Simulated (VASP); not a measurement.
Set up this calculation in VASP 6.6.1, as the native input.

- Task: relaxation of cell and atoms
- Functional: PBEsol
- Potentials or basis: VASP PAW PBE potentials, release 64 (Te, Sn_d)
- Cutoff: 600 eV
- k mesh: 6 × 6 × 6
- Occupations: fermi-dirac, width 0.05 eV
- Spin: no spin polarisation
- Target pressure: 5 GPa
- Dipole correction: no
- Further INCAR settings: ALGO = Normal; EDIFF = 1e-07; IBRION = 2; EDIFFG = -0.005; NSW = 80; ISIF = 3

The structure of SnTe3 lies in POSCAR:

```
SnTe3
1.0
    0.0000000000      3.8612190000      3.8612190000
    3.8612190000      0.0000000000      3.8612190000
    3.8612190000      3.8612190000      0.0000000000
Te Sn
3 1
Direct
    0.5000000000      0.5000000000      0.5000000000
    0.7500000000      0.7500000000      0.7500000000
    0.2500000000      0.2500000000      0.2500000000
    0.0000000000      0.0000000000      0.0000000000
```

The input as run:

INCAR

```
SYSTEM = SnTe3
ALGO = Normal
EDIFF = 1E-7
EDIFFG = -0.005
ENCUT = 600
GGA = PS
IBRION = 2
ISIF = 3
ISMEAR = -1
LASPH = .True.
LCHARG = .False.
LREAL = .False.
LWAVE = .False.
NELM = 100
NSW = 80
PREC = Accurate
PSTRESS = 50.0
SIGMA = 0.05
```

KPOINTS

```
k-points
0
Gamma
  6 6 6
  0 0 0
```

Potentials or basis: VASP PAW PBE potentials, release 64 (Te, Sn_d).

The run is started by

```console
$ cat potpaw_PBE.64/Te/POTCAR potpaw_PBE.64/Sn_d/POTCAR > POTCAR
$ mpirun -np 1 vasp_std > vasp.out
```

Results of the run:

* Relaxed volume: 25.24 Å³/atom
* Relaxed cell: a = 5.227 Å, b = 5.227 Å, c = 5.227 Å, α = 60.00°, β = 60.00°, γ = 60.00°
* Space group after relaxing (to 0.05 Å): Fm-3m (No. 225)
* Energy change on relaxing (the enthalpy is what falls): +14.1 meV/atom
* Ionic steps: 6
* Pressure after relaxing: 5.0 GPa
* Band gap on the k mesh: zero (band 16 reaches 9.81 eV, above the bottom of band 17 at 7.16 eV)

Caveat: the cell is relaxed towards a set pressure, so the enthalpy falls and the energy may rise; the PAW data sets were made with another functional, which shifts forces and pressure a little; spin-orbit coupling is left out, which moves the levels of the heavy elements.

It took 3.1 min on 1 thread of Intel(R) Xeon(R) Platinum 8488C (Sapphire Rapids), with other jobs on the host, peak memory 0.36 GiB.
